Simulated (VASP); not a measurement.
Wanted: the native input for a VASP 6.6.1 run.

- Task: single point
- Functional: r2SCAN
- Potentials or basis: VASP PAW PBE potentials, release 64 (Ca_sv, O)
- Cutoff: 520 eV
- k mesh: 12 × 12 × 12
- Occupations: fermi-dirac, width 0.1 eV
- Spin: no spin polarisation
- Dipole correction: no
- Further INCAR settings: ALGO = Normal; EDIFF = 1e-06; NBANDS = 15

Crystal: CaO (rock salt type).

```
Ca O
1.0
     0.00000    2.39937    2.39937
     2.39937    0.00000    2.39937
     2.39937    2.39937    0.00000
Ca O
1 1
Cartesian
  0.0000 0.0000 0.0000
  2.3994 2.3994 2.3994
```

One way to write it, as run:

POSCAR

```
CaO
1.0
    0.0000000000      2.3993654360      2.3993654360
    2.3993654360      0.0000000000      2.3993654360
    2.3993654360      2.3993654360      0.0000000000
Ca O
1 1
Direct
    0.0000000000      0.0000000000      0.0000000000
    0.5000000000      0.5000000000      0.5000000000
```

INCAR.step1

```
SYSTEM = CaO
PREC     = Accurate       ! precision mode
ENCUT    = 520            ! plane-wave cutoff, eV
ISMEAR   = -1             ! smearing method
SIGMA    = 0.1            ! smearing width, eV
LREAL    = .FALSE.        ! projectors in reciprocal space
LASPH    = .TRUE.         ! aspherical terms in the spheres
NELM     = 60             ! most SCF steps
NBANDS   = 15             ! bands
GGA      = PE             ! functional
ALGO     = Normal         ! electronic algorithm
EDIFF    = 1E-4           ! SCF threshold, eV
LWAVE    = .TRUE.         ! write WAVECAR
LCHARG   = .FALSE.        ! write CHGCAR
```

INCAR.step2

```
SYSTEM = CaO
PREC     = Accurate       ! precision mode
ENCUT    = 520            ! plane-wave cutoff, eV
EDIFF    = 1E-6           ! SCF threshold, eV
ISMEAR   = -1             ! smearing method
SIGMA    = 0.1            ! smearing width, eV
LREAL    = .FALSE.        ! projectors in reciprocal space
LASPH    = .TRUE.         ! aspherical terms in the spheres
NELM     = 60             ! most SCF steps
ALGO     = Normal         ! electronic algorithm
ISIF     = 2              ! what is computed and relaxed
LWAVE    = .FALSE.        ! write WAVECAR
LCHARG   = .FALSE.        ! write CHGCAR
METAGGA  = R2SCAN         ! meta-GGA
LMIXTAU  = .TRUE.       
NBANDS   = 15             ! bands
ISTART   = 1
```

KPOINTS

```
regular mesh
0
G
  12 12 12
  0 0 0
```

Potentials or basis: VASP PAW PBE potentials, release 64 (Ca_sv, O).

Command:

```sh
$ cat potpaw_PBE.64/Ca_sv/POTCAR potpaw_PBE.64/O/POTCAR > POTCAR
$ cp INCAR.step1 INCAR
$ mpirun -np 1 vasp_std > vasp.out
$ cp INCAR.step2 INCAR
$ mpirun -np 1 vasp_std > vasp.out
```

Results of the run:

The pressure is 0.8 GPa and the band gap on the k mesh is 4.19 eV (least direct gap 4.56 eV).

Caveat: the PAW data sets were made with another functional, which shifts forces and pressure a little.

It took 68 s on 1 thread of AMD EPYC 9R45 (Zen 5), on a shared host, peak memory 0.15 GiB.
